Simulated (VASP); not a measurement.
# Cr: single point with PBE

Crystal: Cr.

```
Cr
1.0
     2.96890    2.96890    0.00000
     2.96890    0.00000    2.96890
     2.96890    0.00000   -2.96890
Cr
4
Cartesian
  0.0000 0.0000 0.0000
  2.9689 0.0000 0.0000
  4.4533 1.4844 -1.4844
  4.4533 1.4844 1.4844
```

```json
{"Program": "VASP 6.6.1", "Task": "single point", "Functional": "PBE", "Potentials or basis": "VASP PAW PBE potentials, release 64 (Cr_pv)", "Cutoff": "520 eV", "k mesh": "10 × 10 × 10", "Occupations": "fermi-dirac, width 0.05 eV", "Spin": "collinear spin, ferrimagnetic start", "Starting moments": "[3.0, 3.0, 3.0, -3.0] μB"}
```

```json
{
 "Pressure": "-13.1 GPa",
 "Band gap on the k mesh": "zero (filled and empty bands overlap)",
 "Net moment": "0.00 μB per cell",
 "Site moments": "Cr +1.82, -1.82 (each value once) μB",
 "Valence electrons inside the program's atomic spheres": "Cr 10.82"
}
```

Levels at points of the mesh, in eV from the Fermi level:
Spin up:
```tsv
k point	band 21	band 22	band 23	band 24	band 25	band 26	band 27	band 28
(0.00, 0.00, 0.00)	-1.41	-0.88	-0.88	-0.88	0.69	0.69	1.22	1.22
(0.50, 0.00, 0.00)	-1.02	-0.69	-0.17	0.61	0.61	0.64	0.81	0.81
(0.00, 0.50, 0.00)	-1.78	-1.78	-1.78	-1.78	1.22	1.22	1.22	1.22
```
Spin down:
```tsv
k point	band 21	band 22	band 23	band 24	band 25	band 26	band 27	band 28
(0.00, 0.00, 0.00)	-1.41	-0.88	-0.88	-0.88	0.69	0.69	1.22	1.22
(0.50, 0.00, 0.00)	-1.02	-0.69	-0.17	0.61	0.61	0.64	0.81	0.81
(0.00, 0.50, 0.00)	-1.78	-1.78	-1.78	-1.78	1.22	1.22	1.22	1.22
```

Run time: 2.2 min on 1 thread of AMD EPYC 9R45 96-Core Processor (Zen 5) (shared host), peak memory 0.24 GiB.

Caveat: the cell stands under tension.
